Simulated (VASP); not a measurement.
# Cu (Cmcm) in VASP: further runs

The runs below take Cu through single point, with PBE, LDA, PBEsol.

All numbers are computed with VASP 6.6.1; they aren't measurements. Logs are shortened: lines on timing, memory, paths and dates and some standing lists are left out, and cuts for length are marked.

### 1 The cell of the first run

The structure is orthorhombic, space group Cmcm (No. 63). The conventional cell has a = 2.437 Å, b = 7.953 Å, c = 2.475 Å, α = 90.00°, β = 90.00°, γ = 90.00°. Within 3.2 Å of Cu (site symmetry m2m) lie 10 Cu at 2.44 to 2.54 Å.

### 2 Single point, PBE

The input, INCAR:

```
SYSTEM = Cu
PREC     = Accurate       ! precision mode
ENCUT    = 520            ! plane-wave cutoff, eV
EDIFF    = 1E-6           ! SCF threshold, eV
ISMEAR   = -1             ! smearing method
SIGMA    = 0.05           ! smearing width, eV
LREAL    = .False.        ! projectors in reciprocal space
LASPH    = .True.         ! aspherical terms in the spheres
NELM     = 60             ! most SCF steps
ALGO     = Fast           ! electronic algorithm
ISIF     = 2              ! what is computed and relaxed
LWAVE    = .False.        ! write WAVECAR
LCHARG   = .True.         ! write CHGCAR
GGA      = PE             ! functional
LELF     = .True.         ! ELF
LVHAR    = .True.       
NBANDS   = 18             ! bands
```

The input, KPOINTS:

```
Automatic mesh
0
Gamma
  11 11 11
  0 0 0
```

The input, POSCAR:

```
Cu
1.0
    1.2184636900     -3.9763780104      0.0000000000
    1.2184636900      3.9763780104      0.0000000000
    0.0000000000      0.0000000000      2.4754955235
Cu
2
Direct
    0.8661333500      0.1338666500      0.7500000000
    0.1338666500      0.8661333500      0.2500000000
```

Potentials or basis: VASP PAW PBE potentials, release 64 (Cu).

The run is started by

```sh
cat potpaw_PBE.64/Cu/POTCAR > POTCAR
mpirun -np 1 vasp_std > vasp.out
```

OUTCAR:

```text
SYSTEM = Cu
   PREC = Accurate
   ENCUT = 520
   EDIFF = 1E-6
   ISMEAR = -1
   LREAL = .False.
   LASPH = .True.
   NELM = 60
   ISIF = 2
   GGA = PE

 ion  position               nearest neighbor table
   1  0.866  0.134  0.750-   2 2.46   2 2.46   2 2.54   2 2.54   2 2.54   2 2.54
   2  0.134  0.866  0.250-   1 2.46   1 2.46   1 2.54   1 2.54   1 2.54   1 2.54

  LATTYP: Found a base centered orthorhombic cell.
 ALAT       =     2.4369273800
 B/A-ratio  =     3.2634357864
 C/A-ratio  =     1.0158265461

  Lattice vectors:

 A1 = (   1.2184636900,  -3.9763780104,   0.0000000000)
 A2 = (   1.2184636900,   3.9763780104,   0.0000000000)
 A3 = (   0.0000000000,   0.0000000000,   2.4754955235)

Analysis of symmetry for initial positions (statically):
=====================================================================
 Subroutine PRICEL returns:
 Original cell was already a primitive cell.

 Routine SETGRP: Setting up the symmetry group for a
 base centered orthorhombic supercell.

 Subroutine GETGRP returns: Found  8 space group operations
 (whereof  4 operations were pure point group operations)
 out of a pool of  8 trial point group operations.

The static configuration has the point symmetry C_2h.
 The point group associated with its full space group is D_2h.

Analysis of symmetry for dynamics (positions and initial velocities):
=====================================================================
 Subroutine PRICEL returns:
 Original cell was already a primitive cell.

 Routine SETGRP: Setting up the symmetry group for a
 base centered orthorhombic supercell.

 Subroutine GETGRP returns: Found  8 space group operations
 (whereof  4 operations were pure point group operations)
 out of a pool of  8 trial point group operations.

The dynamic configuration has the point symmetry C_2h.
 The point group associated with its full space group is D_2h.

 Subroutine INISYM returns: Found  8 space group operations
 (whereof  4 operations are pure point group operations),
 and found     1 'primitive' translations

----------------------------------------------------------------------------------------

                                     Primitive cell

  volume of cell :      23.9879

  direct lattice vectors                    reciprocal lattice vectors
     1.218463690 -3.976378010  0.000000000     0.410352811 -0.125742572  0.000000000
     1.218463690  3.976378010  0.000000000     0.410352811  0.125742572  0.000000000
     0.000000000  0.000000000  2.475495523     0.000000000  0.000000000  0.403959527

  length of vectors
     4.158874348  4.158874348  2.475495523     0.429186001  0.429186001  0.403959527

  position of ions in fractional coordinates (direct lattice)
     0.866133350  0.133866650  0.750000000
     0.133866650  0.866133350  0.250000000

  ion indices of the primitive-cell ions
   primitive index   ion index
                 1           1
                 2           2

----------------------------------------------------------------------------------------

 KPOINTS: Automatic mesh

Automatic generation of k-mesh.
 Grid dimensions read from file:
 generate k-points for:   11   11   11

 Generating k-lattice:

  Cartesian coordinates                     Fractional coordinates (reciprocal lattice)
     0.037304801 -0.011431143  0.000000000     0.090909091  0.000000000  0.000000000
     0.037304801  0.011431143  0.000000000     0.000000000  0.090909091  0.000000000
     0.000000000  0.000000000  0.036723593     0.000000000  0.000000000  0.090909091

  Length of vectors
     0.039016909  0.039016909  0.036723593

  Shift w.r.t. Gamma in fractional coordinates (k-lattice)
     0.000000000  0.000000000  0.000000000

 Subroutine IBZKPT returns following result:
 ===========================================

 Found    216 irreducible k-points:

 Following reciprocal coordinates:
            Coordinates               Weight
  0.000000  0.000000  0.000000      1.000000
  0.090909 -0.000000  0.000000      4.000000
  0.181818  0.000000  0.000000      4.000000
  0.272727  0.000000  0.000000      4.000000
  0.363636 -0.000000  0.000000      4.000000
  0.454545 -0.000000  0.000000      4.000000
[... 16 lines left out ...]
 -0.272727  0.181818  0.000000      4.000000
 -0.181818  0.181818  0.000000      2.000000
 [... further k-points ...]
   k-points           NKPTS =    216   k-points in BZ     NKDIM =    216   number of bands    NBANDS=     18
   number of dos      NEDOS =    301   number of ions     NIONS =      2
   total plane-waves  NPLWV =  18432
   dimension x,y,z NGX =    32 NGY =   32 NGZ =   18
   dimension x,y,z NGXF=    64 NGYF=   64 NGZF=   36
   ions per type =               2
   NGX,Y,Z   is equivalent  to a cutoff of  12.79, 12.79, 12.09 a.u.
   NGXF,Y,Z  is equivalent  to a cutoff of  25.58, 25.58, 24.18 a.u.
 SYSTEM =  Cu
   PREC   = accura    normal or accurate (medium, high low for compatibility)
   ISTART =      0    job   : 0-new  1-cont  2-samecut
   ICHARG =      2    charge: 1-file 2-atom 10-const
   ISPIN  =      1    spin polarized calculation?
   LNONCOLLINEAR =      F non collinear calculations
   LSORBIT =      F    spin-orbit coupling
   LASPH  =      T    aspherical Exc in radial PAW
   ENCUT  =  520.0 eV  38.22 Ry    6.18 a.u.   7.73  7.73  4.60*2*pi/ulx,y,z
   NELM   =     60;   NELMIN=  2; NELMDL= -5     # of ELM steps
   EDIFF  = 0.1E-05   stopping-criterion for ELM
   LREAL  =      F    real-space projection
   EDIFFG = 0.1E-04   stopping-criterion for IOM
   NSW    =      0    number of steps for IOM
   IBRION =     -1    ionic relax: 0-MD 1-quasi-New 2-CG
   NFREE  =      0    steps in history (QN), initial steepest desc. (CG)
   ISIF   =      2    stress and relaxation
   ISYM   =      2    0-nonsym 1-usesym 2-fastsym
   POTIM  = 0.5000    time-step for ionic-motion
   TEBEG  =    0.0;   TEEND  =   0.0 temperature during run
   PSTRESS=    0.0 pullay stress
   NELECT =      22.0000    total number of electrons
   NUPDOWN=      -1.0000    fix difference up-down
   EMIN   =  10.00;   EMAX   =-10.00  energy-range for DOS
   EFERMI =   0.00;   METHOD = LEGACY
   ISMEAR =    -1;   SIGMA  =   0.05  broadening in eV -4-tet -1-fermi 0-gaus
   EFERMI_NEDOS =   21; number of points for ismear=-14 and -15
   IALGO  =     68    algorithm
   IMIX   =      4    mixing-type and parameters
     AMIX     =   0.40;   BMIX     =  1.00
     AMIX_MAG =   1.60;   BMIX_MAG =  1.00
  volume/ion in A,a.u.               =      11.99        80.94
  Fermi-wavevector in a.u.,A,eV,Ry     =   1.590566  3.005733 34.421366  2.529899
  Thomas-Fermi vector in A             =   2.689241
   LORBIT       =      0    0 simple, 1 ext, 2 COOP (PROOUT), +10 PAW based schemes
   GGA     = PE    functional components
   LHFCALC =     F    Hartree Fock is set to
   AEXX    =    0.0000 exact exchange contribution
   IVDW    =     0    specifies the selected vdW correction
   LEPSILON=     F    determine dielectric tensor
   LRPA    =     F    only Hartree local field effects (RPA)
 non-spin polarized calculation
 RMM-DIIS sequential band-by-band and
  energy-cutoff  :      520.00
  volume of cell :       23.99
 maximum number of plane-waves:       668
   NGX = 15   NGY = 15   NGZ =  9

 number of electron      21.9999988 magnetization

 Free energy of the ion-electron system (eV)
  ---------------------------------------------------
  ext. energy  EPLUGINS =         0.00000000
  ---------------------------------------------------
  free energy    TOTEN  =        -7.15538044 eV

  energy without entropy =       -7.15114539  energy(sigma->0) =       -7.15326292

 E-fermi :   7.4194     XC(G=0): -12.5998

 val. band max:        7.3990279302   @ k =  -0.3636   0.3636   0.3636
 cond. band min:       7.4466637223   @ k =  -0.3636   0.2727   0.2727
 fundamental gap:      0.0476357921
 Fermi energy:         7.4194464169

 k-point     1 :       0.0000    0.0000    0.0000
  band No.  band energies     occupation
      1      -1.8437      2.00000
      2       2.4369      2.00000
      3       3.1961      2.00000
      4       3.6741      2.00000
      5       4.3762      2.00000
      6       4.6381      2.00000
[... 10 lines left out ...]
     17      26.9889      0.00000
     18      28.9682      0.00000

 k-point     2 :       0.0909   -0.0000    0.0000
  band No.  band energies     occupation
      1      -1.6054      2.00000
      2       2.5256      2.00000
      3       3.2848      2.00000
      4       3.7559      2.00000
      5       4.4030      2.00000
      6       4.6278      2.00000
[... 10 lines left out ...]
     17      27.6126      0.00000
     18      30.8040      0.00000

 k-point     3 :       0.1818    0.0000    0.0000
  band No.  band energies     occupation
      1      -0.9110      2.00000
      2       2.7396      2.00000
      3       3.5158      2.00000
      4       3.9467      2.00000
      5       4.3423      2.00000
      6       4.4728      2.00000
[... 10 lines left out ...]
     17      27.9415      0.00000
     18      31.2476      0.00000

 k-point     4 :       0.2727    0.0000    0.0000
  band No.  band energies     occupation
      1       0.1608      2.00000
      2       2.9474      2.00000
      3       3.6893      2.00000
      4       3.7748      2.00000
      5       4.3955      2.00000
      6       4.5532      2.00000
[... 10 lines left out ...]
     17      28.3585      0.00000
     18      30.7007      0.00000

 k-point     5 :       0.3636   -0.0000    0.0000
  band No.  band energies     occupation
      1       1.3845      2.00000
      2       2.9457      2.00000
      3       3.5619      2.00000
      4       3.9988      2.00000
      5       4.4098      2.00000
      6       4.6010      2.00000
[... 10 lines left out ...]
     17      26.9965      0.00000
     18      29.0312      0.00000

 k-point     6 :       0.4545   -0.0000    0.0000
  band No.  band energies     occupation
      1       2.2295      2.00000
      2       2.8075      2.00000
      3       3.6372      2.00000
      4       4.2685      2.00000
      5       4.4640      2.00000
      6       4.6168      2.00000
[... 10 lines left out ...]
     17      29.0037      0.00000
     18      29.6183      0.00000

 k-point     7 :       0.0909    0.0909    0.0000
  band No.  band energies     occupation
      1      -0.9897      2.00000
      2       2.7499      2.00000
      3       3.5620      2.00000
      4       3.9021      2.00000
      5       4.4189      2.00000
      6       4.4491      2.00000
[... 10 lines left out ...]
     17      27.9060      0.00000
     18      31.5741      0.00000

 k-point     8 :       0.1818    0.0909    0.0000
  band No.  band energies     occupation
      1       0.0188      2.00000
      2       2.9892      2.00000
      3       3.6784      2.00000
      4       3.8175      2.00000
      5       4.4149      2.00000
      6       4.5140      2.00000
[... 10 lines left out ...]
     17      28.2926      0.00000
     18      32.1553      0.00000
[... 229 lines left out ...]
     17      28.9958      0.00000
     18      29.8758      0.00000

 k-point    20 :       0.4545    0.1818    0.0000
  band No.  band energies     occupation
      1       1.9040      2.00000
      2       2.6455      2.00000
      3       3.7856      2.00000
      4       4.0302      2.00000
      5       4.2251      2.00000
      6       4.6657      2.00000
[... 10 lines left out ...]
     17      28.0131      0.00000
     18      28.5527      0.00000

 k-point    21 :      -0.4545    0.1818    0.0000
  band No.  band energies     occupation
      1       0.8264      2.00000
      2       2.6420      2.00000
      3       3.6405      2.00000
      4       3.7845      2.00000
      5       4.2471      2.00000
      6       4.7137      2.00000
[... 10 lines left out ...]
     17      26.8610      0.00000
     18      28.6397      0.00000

 k-point    22 :      -0.3636    0.1818    0.0000
  band No.  band energies     occupation
      1      -0.2990      2.00000
      2       2.5192      2.00000
      3       3.3479      2.00000
      4       3.9843      2.00000
      5       4.0837      2.00000
      6       4.6099      2.00000
[... 10 lines left out ...]
     17      28.2079      0.00000
     18      28.7657      0.00000

 k-point    23 :      -0.2727    0.1818    0.0000
  band No.  band energies     occupation
      1      -1.1230      2.00000
      2       2.3558      2.00000
      3       3.1743      2.00000
      4       3.8235      2.00000
      5       4.3734      2.00000
      6       4.5576      2.00000
[... 10 lines left out ...]
     17      27.8491      0.00000
     18      29.2495      0.00000

 k-point    24 :      -0.1818    0.1818    0.0000
  band No.  band energies     occupation
      1      -1.5168      2.00000
      2       2.3320      2.00000
      3       3.1242      2.00000
      4       3.7233      2.00000
      5       4.4842      2.00000
      6       4.5164      2.00000
[... 10 lines left out ...]
     17      28.7074      0.00000
     18      28.7515      0.00000

 [... further k-points ...]

------------------------ aborting loop because EDIFF is reached ----------------------------------------

  FORCE on cell =-STRESS in cart. coord.  units (eV):
  Direction    XX          YY          ZZ          XY          YZ          ZX
  --------------------------------------------------------------------------------------
  -------------------------------------------------------------------------------------
  Total        1.1460337      1.0933092      1.2501629      0.0000000      0.0000000      0.0000000
  in kB       76.5447802     73.0232565     83.4996781      0.0000000      0.0000000      0.0000000
  external PRESSURE =      77.6892383 kB  Pullay stress =       0.0000000 kB

 VOLUME and BASIS-vectors are now :
 -----------------------------------------------------------------------------
  energy-cutoff  :      520.00
  volume of cell :       23.99
      direct lattice vectors                 reciprocal lattice vectors
     1.218463690 -3.976378010  0.000000000     0.410352811 -0.125742572  0.000000000
     1.218463690  3.976378010  0.000000000     0.410352811  0.125742572  0.000000000
     0.000000000  0.000000000  2.475495523     0.000000000  0.000000000  0.403959527

 POSITION                                       TOTAL-FORCE (eV/Angst)
 -----------------------------------------------------------------------------------
      1.21846     -2.91177      1.85662         0.000000     -0.053037      0.000000
      1.21846      2.91177      0.61887         0.000000      0.053037     -0.000000
 -----------------------------------------------------------------------------------
    total drift:                                0.000000      0.000000      0.000000

  FREE ENERGIE OF THE ION-ELECTRON SYSTEM (eV)
  ---------------------------------------------------
  free  energy   TOTEN  =        -7.1553804387 eV

  energy  without entropy=       -7.1511453917  energy(sigma->0) =       -7.15326292
```

It took 4 min on 1 thread of AMD EPYC 7R13, shared host; peak memory 0.17 GiB.

What came out:

- Free energy: -7.1554 eV
- Pressure: 7.8 GPa
- Largest force: 0.053 eV/Å
- Band gap on the k mesh: zero (band 11 reaches 11.23 eV, above the bottom of band 12 at 5.76 eV)

Forces in eV/Å, atoms in the order of the input:
```
Cu   0.000 -0.053  0.000
Cu   0.000  0.053  0.000
```

### 3 Single point, LDA

The input, INCAR:

```
SYSTEM = Cu
PREC     = Accurate       ! precision mode
ENCUT    = 520            ! plane-wave cutoff, eV
EDIFF    = 1E-7           ! SCF threshold, eV
ISMEAR   = -1             ! smearing method
SIGMA    = 0.05           ! smearing width, eV
LREAL    = .False.        ! projectors in reciprocal space
LASPH    = .True.         ! aspherical terms in the spheres
NELM     = 80             ! most SCF steps
ALGO     = Normal         ! electronic algorithm
ISIF     = 2              ! what is computed and relaxed
LWAVE    = .False.        ! write WAVECAR
LCHARG   = .False.        ! write CHGCAR
NBANDS   = 18             ! bands
```

The input, KPOINTS:

```
Automatic mesh
0
Gamma
  6 6 6
  0 0 0
```

POSCAR is that of step 2.

Potentials or basis: VASP PAW LDA potentials, release 64 (Cu).

The run is started by

```sh
cat potpaw_LDA.64/Cu/POTCAR > POTCAR
mpirun -np 1 vasp_std > vasp.out
```

Run time: 16 s. Hardware: 1 thread of Intel Xeon Platinum 8259CL at 2.50GHz (Skylake/Cascade Lake), shared host; peak memory 0.14 GiB.

Results (log left out):

```yaml
Free_energy: -9.0504 eV
Pressure: -6.8 GPa
Largest_force: 0.031 eV/Å
Band_gap_on_the_k_mesh: zero (band 11 reaches 10.84 eV, above the bottom of band 12 at 5.48 eV)
```

Forces in eV/Å, atoms in the order of the input:
```
Cu   0.000  0.031  0.000
Cu   0.000 -0.031  0.000
```

Stress tensor (GPa, compression positive):
```
-8.07  0.00  0.00
 0.00 -5.47  0.00
 0.00  0.00 -6.98
```

Levels at points of the mesh, in eV from the Fermi level:
```tsv
k point	band 7	band 8	band 9	band 10	band 11	band 12	band 13	band 14	band 15	band 16
(0.00, 0.00, 0.00)	-2.51	-2.20	-2.02	-1.88	-1.62	-0.16	4.64	14.55	18.19	19.09
(0.50, 0.00, 0.00)	-2.88	-2.67	-2.30	-1.83	-0.63	1.12	2.39	6.74	12.73	15.58
(0.50, 0.50, 0.00)	-2.76	-2.49	-2.46	-2.11	-1.78	-1.70	13.47	15.17	15.37	17.41
(0.00, 0.00, 0.50)	-2.91	-2.91	-1.89	-1.89	-0.17	-0.17	8.06	8.06	9.27	9.27
(0.50, 0.00, 0.50)	-1.99	-1.99	-1.47	-1.47	3.57	3.57	7.34	7.34	9.52	9.52
(0.50, 0.50, 0.50)	-2.17	-2.17	-1.73	-1.73	-1.05	-1.05	3.53	3.53	17.72	17.72
```

Caveat: the k points lie up to 0.45 Å⁻¹ apart.

### 4 Single point, PBEsol

The input, INCAR:

```
ALGO = Normal ; EDIFF = 1E-7
ENCUT = 520 ; GGA = PS
ISIF = 2 ; ISMEAR = -1
LASPH = True ; LCHARG = False
LREAL = False ; LWAVE = False
NBANDS = 18 ; NELM = 80
PREC = Accurate ; SIGMA = 0.05
```

The input, KPOINTS:

```
k-points
0
Gamma
  6 6 6
```

POSCAR is that of step 3.

Potentials or basis: VASP PAW PBE potentials, release 64 (Cu).

The run is started by

```sh
cat potpaw_PBE.64/Cu/POTCAR > POTCAR
mpirun -np 1 vasp_std > vasp.out
```

Wall time 20 s (1 thread of Intel Xeon Platinum 8259CL at 2.50GHz (Skylake/Cascade Lake), shared host); peak memory 0.16 GiB.

Results (log left out):

| Item | Value |
| --- | --- |
| Free energy | -8.2797 eV |
| Pressure | -0.9 GPa |
| Largest force | 0.004 eV/Å |
| Band gap on the k mesh | zero (band 11 reaches 10.90 eV, above the bottom of band 12 at 5.58 eV) |

Forces on the atoms (eV/Å):
```
Cu   0.000 -0.004  0.000
Cu   0.000  0.004  0.000
```

Stress tensor (GPa, compression positive):
```
-2.39  0.00  0.00
 0.00  0.53  0.00
 0.00  0.00 -0.95
```

Levels at points of the mesh, in eV from the Fermi level:
| k point | band 7 | band 8 | band 9 | band 10 | band 11 | band 12 | band 13 | band 14 | band 15 | band 16 |
| --- | --- | --- | --- | --- | --- | --- | --- | --- | --- | --- |
| (0.00, 0.00, 0.00) | -2.46 | -2.16 | -1.97 | -1.83 | -1.57 | -0.21 | 4.66 | 14.59 | 18.24 | 19.12 |
| (0.50, 0.00, 0.00) | -2.84 | -2.63 | -2.26 | -1.79 | -0.62 | 1.13 | 2.38 | 6.73 | 12.74 | 15.54 |
| (0.50, 0.50, 0.00) | -2.71 | -2.44 | -2.42 | -2.07 | -1.74 | -1.66 | 13.47 | 15.13 | 15.41 | 17.46 |
| (0.00, 0.00, 0.50) | -2.86 | -2.86 | -1.85 | -1.85 | -0.16 | -0.16 | 8.05 | 8.05 | 9.27 | 9.27 |
| (0.50, 0.00, 0.50) | -1.95 | -1.95 | -1.42 | -1.42 | 3.56 | 3.56 | 7.34 | 7.34 | 9.51 | 9.51 |
| (0.50, 0.50, 0.50) | -2.12 | -2.12 | -1.69 | -1.69 | -1.11 | -1.11 | 3.55 | 3.55 | 17.75 | 17.75 |

Caveat: the k points lie up to 0.45 Å⁻¹ apart; the PAW data sets were made with another functional, which shifts forces and pressure a little.

### 5 Overview

```csv
level,potentials or basis,k mesh,gap on the mesh (eV),pressure (GPa),largest force (eV/Å)
PBE,"VASP PAW PBE potentials, release 64 (Cu)",11 × 11 × 11,none,7.8,0.05
LDA,"VASP PAW LDA potentials, release 64 (Cu)",6 × 6 × 6,none,-6.8,0.03
PBEsol,"VASP PAW PBE potentials, release 64 (Cu)",6 × 6 × 6,none,-0.9,-
```

Alike in all rows: task single point; no spin polarisation; cell as given; cutoff (eV) 520; smearing fermi-dirac 0.05 eV.

Caveats: some runs use coarse meshes; the PAW data sets were made with another functional, which shifts forces and pressure a little (some runs).

Absolute energies hang on the potentials; compare differences alone.
